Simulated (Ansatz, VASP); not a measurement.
Ni in VASP and in Ansatz

INCAR

```
  PREC = Accurate
  ENCUT = 520
  EDIFF = 1E-6
  ISMEAR = -1
  SIGMA = 0.05
  LREAL = False
  LASPH = True
  NELM = 150
  ALGO = Normal
  ISIF = 2
  LWAVE = False
  LCHARG = True
  MAGMOM = 0 0 1.5
  LORBIT = 11
  LSORBIT = True
  GGA_COMPAT = False
  LORBMOM = True
  LMAXMIX = 4
  GGA = PE
  LVHAR = True
  NBANDS = 21
```

The input KPOINTS:

```
regular mesh
0
Gamma
  16 16 16
```

The input POSCAR:

```
Ni
1.0
    2.3292659376      0.0000000000      0.0000000000
    0.0000000000      2.3292659376      0.0000000000
    0.0000000000      0.0000000000      2.3292659376
Ni
1
Direct
    0.0000000000      0.0000000000      0.0000000000
```

Input for Ansatz:

```yaml
crystal:
  lattice:
    - [2.3292659376, 0.0, 0.0]
    - [0.0, 2.3292659376, 0.0]
    - [0.0, 0.0, 2.3292659376]
  atoms:
    - { symbol: Ni, position: [0.0, 0.0, 0.0], spin: 1.5 }
magnetization:
  noncollinear: true
  spin_orbit: true
kpoints:
  mp_grid: { grid: [16, 16, 16] }
  band_path:
    path:
      - [0.0, 0.0, 0.0]
      - [0.0, 0.5, 0.0]
      - [0.5, 0.5, 0.0]
      - [0.0, 0.0, 0.0]
      - [0.5, 0.5, 0.5]
      - [0.0, 0.5, 0.0]
      - [0.5, 0.5, 0.5]
      - [0.5, 0.5, 0.0]
    npoints: 5
scf:
  occupations: { method: fermi_dirac, width: 0.05 }
hamiltonian:
  xc: pbe
  pseudopotentials: { kind: all_electron, lapw: { basis_error: 0.0005 } }
output:
  forces: true
  stress: true
  eigenvalues: true
```

Alike in both runs: task single point; functional PBE; k mesh 16 × 16 × 16; occupations fermi-dirac, width 0.05 eV; non-collinear spin, spin-orbit coupling.

```csv
,VASP,Ansatz
version,VASP 6.6.1,Ansatz 0.2.0
potentials or method,"VASP PAW PBE potentials, release 64 (Ni), cutoff 520 eV",all-electron LAPW
```

VASP gave:

- pressure (GPa): -0.1
- net moment per atom (μB): 0.54

Task: Estimate Ansatz's values.

Result: Pressure (GPa): 0.1; net moment per atom (μB): 0.56.

Ansatz ran all-electron here, and VASP with PAW potentials. Ansatz's warnings: stability check not made.
